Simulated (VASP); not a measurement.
The system is Bi.

```xyz
2
Lattice="2.2675 1.3091 3.9380 -2.2675 1.3091 3.9380 0.0000 -2.6183 3.9380" Properties=species:S:1:pos:R:3 pbc="T T T"
Bi    0.0000    0.0000    2.7645
Bi    0.0000    0.0000    9.0495
```

```yaml
Program: VASP 6.6.1
Task: relaxation of cell and atoms
Functional: PBE
Dispersion: D4
Potentials_or_basis: VASP PAW PBE potentials, release 64 (Bi_d)
Cutoff: 500 eV
k_mesh: 10 × 10 × 10
Occupations: fermi-dirac, width 0.1 eV
Spin: no spin polarisation
```

At the start: pressure -0.1 GPa; volume 35.07 Å³/atom.

Task: How do energy, volume and symmetry change on relaxing?

Result: Over 7 steps the energy falls by 4.4 meV/atom and the volume is 34.45 Å³/atom (-1.8 %); space group R-3m (No. 166, to 0.1 Å) before and after.

The path:
| step | energy change (eV) | largest force (eV/Å) | pressure (GPa) | volume (Å³) |
| --- | --- | --- | --- | --- |
| 1 | 0.0000 | 0.2253 | -0.06 | 70.14 |
| 2 | -0.0041 | 0.1388 | -0.19 | 70.01 |
| 3 | -0.0070 | 0.0203 | -0.37 | 69.82 |
| 4 | -0.0072 | 0.0130 | -0.43 | 69.76 |
| 5 | -0.0078 | 0.0174 | 0.43 | 68.37 |
| 6 | -0.0084 | 0.0057 | 0.07 | 68.94 |
| 7 | -0.0088 | 0.0030 | 0.05 | 68.89 |

Final structure:
```cif
data_structure
_symmetry_space_group_name_H-M 'P 1'
_symmetry_Int_Tables_number 1
_cell_length_a 4.6881
_cell_length_b 4.6881
_cell_length_c 4.6881
_cell_angle_alpha 57.633
_cell_angle_beta 57.633
_cell_angle_gamma 57.633
_cell_volume 68.89
loop_
_atom_site_label
_atom_site_type_symbol
_atom_site_fract_x
_atom_site_fract_y
_atom_site_fract_z
_atom_site_occupancy
Bi1 Bi 0.23724 0.23724 0.23724 1
Bi2 Bi 0.76276 0.76276 0.76276 1
```
